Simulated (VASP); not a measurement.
AlCo, 2 atoms in the cell. The structure is cubic, space group Pm-3m (No. 221). The conventional cell has a = 2.819 Å, b = 2.819 Å, c = 2.819 Å, α = 90.00°, β = 90.00°, γ = 90.00°. Al (site symmetry m-3m) has 8 Co at 2.44 Å and 6 Al at 2.82 Å within 3.2 Å. Co (site symmetry m-3m) has 8 Al at 2.44 Å and 6 Co at 2.82 Å within 3.2 Å. 

| Item | Value |
| --- | --- |
| Program | VASP 6.6.1 |
| Task | single point |
| Functional | PBE |
| Potentials or basis | VASP PAW PBE potentials, release 64 (Al, Co) |
| Cutoff | 520 eV |
| k mesh | 11 × 11 × 11 |
| Occupations | methfessel-paxton, width 0.05 eV |
| Spin | collinear spin, ferromagnetic start |
| Starting moments | [0.0, 3.2] μB |
| Dipole correction | no |
| Further INCAR settings | ALGO = Normal; EDIFF = 1e-06; NBANDS = 17 |

Potentials or basis: VASP PAW PBE potentials, release 64 (Al, Co).

The run is started by

```bash
$ cat potpaw_PBE.64/Al/POTCAR potpaw_PBE.64/Co/POTCAR > POTCAR
$ mpirun -np 1 vasp_std > vasp.out
```

Hardware: 1 thread of Intel Xeon 8259CL, with other jobs on the host.

Problem. Estimate the wall time of this run.

Solution. It took 46 s on 1 thread of Intel Xeon 8259CL, with other jobs on the host, peak memory 0.17 GiB. Counts: scf iterations 13, k points 56.
